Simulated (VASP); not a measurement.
Here is a VASP 6.6.1 calculation.

Contents of INCAR:

```
SYSTEM = SiC
PREC = Accurate
ENCUT = 600
EDIFF = 1E-6
ISMEAR = 0
SIGMA = 0.1
LREAL = .FALSE.
LASPH = .TRUE.
NELM = 200
ALGO = Normal
ISIF = 2
LWAVE = .FALSE.
LCHARG = .TRUE.
ISPIN = 2
MAGMOM = 0 1
LORBIT = 11
GGA = PE
LELF = .TRUE.
LVHAR = .TRUE.
NBANDS = 15
GGA_COMPAT = .FALSE.
```

KPOINTS

```
regular mesh
0
G
  6 6 6
  0 0 0
```

POSCAR

```
SiC
1.0
    2.8647527706      0.0000000000      0.0000000000
   -1.4323763853      2.4809486749      0.0000000000
    0.0000000000      0.0000000000      2.5581540255
Si C
1 1
Direct
    0.6666666667      0.3333333333      0.5000000000
    0.3333333333      0.6666666667      0.0000000000
```

Potentials or basis: VASP PAW PBE potentials, release 64 (Si, C).

Run with:

```sh
$ cat potpaw_PBE.64/Si/POTCAR potpaw_PBE.64/C/POTCAR > POTCAR
$ mpirun -np 1 vasp_std > vasp.out
```

(1) Estimate the net moment.

(2) Predict the band gap on the k mesh.

(3) Estimate the pressure.

Answers

(1) 0.00 μB per cell.

(2) zero (filled and empty bands overlap).

(3) -0.1 GPa.

Caveat: the k points lie up to 0.42 Å⁻¹ apart.
